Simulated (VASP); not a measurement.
A run of VASP 6.6.1:

The input INCAR:

```
PREC = Accurate
ENCUT = 520
EDIFF = 1E-6
ISMEAR = 0
SIGMA = 0.15
LREAL = False
LASPH = True
NELM = 100
ALGO = Normal
ISIF = 2
LWAVE = False
LCHARG = False
GGA = PE
NBANDS = 15
```

The input KPOINTS:

```
regular mesh
0
Gamma
  18 18 18
```

File POSCAR:

```
ZrC
1.0
    0.0000000000      2.3502100000      2.3502100000
    2.3502100000      0.0000000000      2.3502100000
    2.3502100000      2.3502100000      0.0000000000
Zr C
1 1
Direct
    0.5000000000      0.5000000000      0.5000000000
   -0.0239340314     -0.0239340314      0.0239340314
```

Potentials or basis: VASP PAW PBE potentials, release 64 (Zr_sv, C).

Command:

```sh
$ cat potpaw_PBE.64/Zr_sv/POTCAR potpaw_PBE.64/C/POTCAR > POTCAR
$ mpirun -np 1 vasp_std > vasp.out
```

Hardware: 1 thread of AMD EPYC 9R45 96-Core Processor (Zen 5) (shared host).

Task: Estimate the wall time of this run.

Result: Wall time 2.1 min on 1 thread of AMD EPYC 9R45 96-Core Processor (Zen 5) (shared host), peak memory 0.28 GiB. Counts: scf iterations 13, k points 480.
